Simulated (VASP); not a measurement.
Set up this calculation in VASP 6.6.1, as the native input.

```
Task                   : single point
Functional             : PBE
Potentials or basis    : VASP PAW PBE potentials, release 64 (Al)
Cutoff                 : 520 eV
k mesh                 : 7 × 7 × 7
Occupations            : methfessel-paxton, width 0.1 eV
Spin                   : no spin polarisation
Dipole correction      : no
Further INCAR settings : ALGO = Normal; EDIFF = 1e-07; NBANDS = 8
```

The structure of Al lies in POSCAR:

```
Al
1.0
    0.0000000000      2.0248100000      2.0248100000
    2.0248100000      0.0000000000      2.0248100000
    2.0248100000      2.0248100000      0.0000000000
Al
1
Direct
    0.0000000000      0.0000000000      0.0000000000
```

The input as run:

INCAR

```
PREC     = Accurate       # precision mode
ENCUT    = 520            # plane-wave cutoff, eV
EDIFF    = 1E-7           # SCF threshold, eV
ISMEAR   = 1              # smearing method
SIGMA    = 0.1            # smearing width, eV
LREAL    = False          # projectors in reciprocal space
LASPH    = True           # aspherical terms in the spheres
NELM     = 80             # most SCF steps
ALGO     = Normal         # electronic algorithm
ISIF     = 2              # what is computed and relaxed
LWAVE    = False          # write WAVECAR
LCHARG   = False          # write CHGCAR
GGA      = PE             # functional
NBANDS   = 8              # bands
```

KPOINTS

```
regular mesh
0
Gamma
  7 7 7
```

Potentials or basis: VASP PAW PBE potentials, release 64 (Al).

Run with:

```bash
$ cat potpaw_PBE.64/Al/POTCAR > POTCAR
$ mpirun -np 1 vasp_std > vasp.out
```

It gave:

The pressure is -1.2 GPa and the band gap on the k mesh is zero (an odd number of electrons rules out a gap without spin polarisation).

Caveat: the k points lie up to 0.38 Å⁻¹ apart, too coarse for converged energies and pressures of a metal.

Run time: 2.9 s on 1 thread of AMD EPYC 7R13 Processor (Zen 3), with other jobs on the host, peak memory 0.1 GiB.
